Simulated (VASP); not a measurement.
The system is SbS2.

```xyz
6
Lattice="3.0559 0.0000 0.0000 -1.5279 2.6465 0.0000 0.0000 0.0000 14.2559" Properties=species:S:1:pos:R:3 pbc="T T T"
Sb    0.0000    1.7643    3.5640
Sb    1.5279    0.8822   10.6919
S     0.0000    1.7643    9.1859
S     1.5279    0.8822    2.0579
S     0.0000    1.7643   12.1980
S     1.5279    0.8822    5.0701
```

```yaml
Program: VASP 6.6.1
Task: relaxation of cell and atoms
Functional: PBE
Potentials_or_basis: VASP PAW PBE potentials, release 64 (Sb, S)
Cutoff: 600 eV
k_mesh: 6 × 6 × 2
Occupations: gaussian, width 0.1 eV
Spin: no spin polarisation
```

At the start: pressure 59.3 GPa; volume 19.22 Å³/atom.

Problem. Where does the relaxation end?

Solution. Over 11 steps the energy falls by 1388.2 meV/atom and the volume is 28.15 Å³/atom (+46.5 %); space group P6_3/mmc (No. 194, to 0.1 Å) before and after.

Step by step:
| step | energy change (eV) | largest force (eV/Å) | pressure (GPa) | volume (Å³) |
| --- | --- | --- | --- | --- |
| 1 | 0.0000 | 7.5453 | 59.31 | 115.29 |
| 2 | 0.0219 | 2.2570 | -8.41 | 279.32 |
| 3 | -7.3451 | 1.5435 | -2.56 | 168.52 |
| 4 | -7.4801 | 1.2588 | -0.78 | 163.26 |
| 5 | -7.5350 | 0.8387 | 1.78 | 157.23 |
| 6 | -7.5346 | 0.9113 | 1.35 | 158.16 |
| 7 | -8.1362 | 0.5575 | -0.18 | 165.56 |
| 8 | -8.3230 | 0.0818 | -0.79 | 171.30 |
| 9 | -8.3232 | 0.1209 | -0.76 | 170.97 |
| 10 | -8.3264 | 0.1476 | 0.50 | 167.54 |
| 11 | -8.3292 | 0.0361 | -0.03 | 168.92 |

Final structure:
```xyz
6
Lattice="3.6463 0.0000 0.0000 -1.8232 3.1578 0.0000 0.0000 0.0000 14.6705" Properties=species:S:1:pos:R:3 pbc="T T T"
Sb    0.0000    2.1052    3.6676
Sb    1.8232    1.0526   11.0029
S     0.0000    2.1052    9.3225
S     1.8232    1.0526    1.9872
S     0.0000    2.1052   12.6832
S     1.8232    1.0526    5.3480
```

Caveat: the k points lie up to 0.33 Å⁻¹ apart in the final cell, too coarse for converged energies and pressures of a metal; the volume moved by over 15 % at a fixed basis, so the end points are rough; this functional lacks dispersion, which binds layers or chains, so the pressure and a relaxed spacing across them are unreliable; the relaxation stopped at a loose force limit of 0.05 eV/Å, so its end isn't a converged minimum.
